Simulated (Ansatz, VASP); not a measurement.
**One calculation of InSb, two programs**

Contents of INCAR:

```
PREC     = Accurate       # precision mode
ENCUT    = 520            # plane-wave cutoff, eV
EDIFF    = 1E-7           # SCF threshold, eV
ISMEAR   = 0              # smearing method
SIGMA    = 0.15           # smearing width, eV
LREAL    = False          # projectors in reciprocal space
LASPH    = True           # aspherical terms in the spheres
NELM     = 80             # most SCF steps
ALGO     = Normal         # electronic algorithm
ISIF     = 2              # what is computed and relaxed
LWAVE    = False          # write WAVECAR
LCHARG   = True           # write CHGCAR
GGA      = CA             # functional
LELF     = True           # ELF
LVHAR    = True         
NBANDS   = 16             # bands
```

File KPOINTS:

```
Automatic mesh
0
Gamma
  14 14 14
```

POSCAR

```
InSb
1.0
    0.0000000000      3.0735130000      3.1349832600
    3.0735130000      0.0000000000      3.1349832600
    3.0735130000      3.0735130000      0.0000000000
In Sb
1 1
Direct
    0.0000000000      0.0000000000      0.0000000000
    0.5000000000      0.5000000000      0.5000000000
```

Input for Ansatz:

```yaml
crystal:
  lattice:
    - [0.0, 3.073513, 3.13498326]
    - [3.073513, 0.0, 3.13498326]
    - [3.073513, 3.073513, 0.0]
  atoms:
    - { symbol: In, position: [0.0, 0.0, 0.0] }
    - { symbol: Sb, position: [0.5, 0.5, 0.5] }
basis:
  ecutwfc: 420
kpoints:
  mp_grid: { grid: [14, 14, 14] }
hamiltonian:
  xc: lda
scf:
  occupations: { method: gaussian, width: 0.15 }
output:
  forces: true
  stress: true
  eigenvalues: true
```

Change from the starting cell: strain +0.0200 x Voigt [0, 0, 1, 0, 0, 0], atoms carried along.

Alike in both runs: task single point; functional LDA; k mesh 14 × 14 × 14; occupations gaussian, width 0.15 eV; no spin polarisation.

|  | VASP | Ansatz |
| --- | --- | --- |
| version | VASP 6.6.1 | Ansatz 0.2.0 |
| potentials or method | VASP PAW LDA potentials, release 64 (In_d, Sb), cutoff 520 eV | scalar-relativistic, plane waves, PAW |
| valence electrons in the cell | 18 | 28 |

|  | VASP | Ansatz | Ansatz less VASP |
| --- | --- | --- | --- |
| gap on the k mesh at the Fermi level (eV) | none | none | - |
| pressure (GPa) | -4.8 | -4.8 | -0.05 |
| traceless stress, the component that is largest in VASP (GPa) | -0.68 | -0.68 | +0.006 |

LDA's correlation is that of Perdew and Zunger in VASP and of Perdew and Wang (1992) in Ansatz. A gap of «none» marks a metal or a gap that the smearing closes. VASP's potentials hold 18 valence electrons a cell and Ansatz's 28, so a difference there can come from the potentials and not from the codes.

Neither program's run includes spin-orbit coupling.
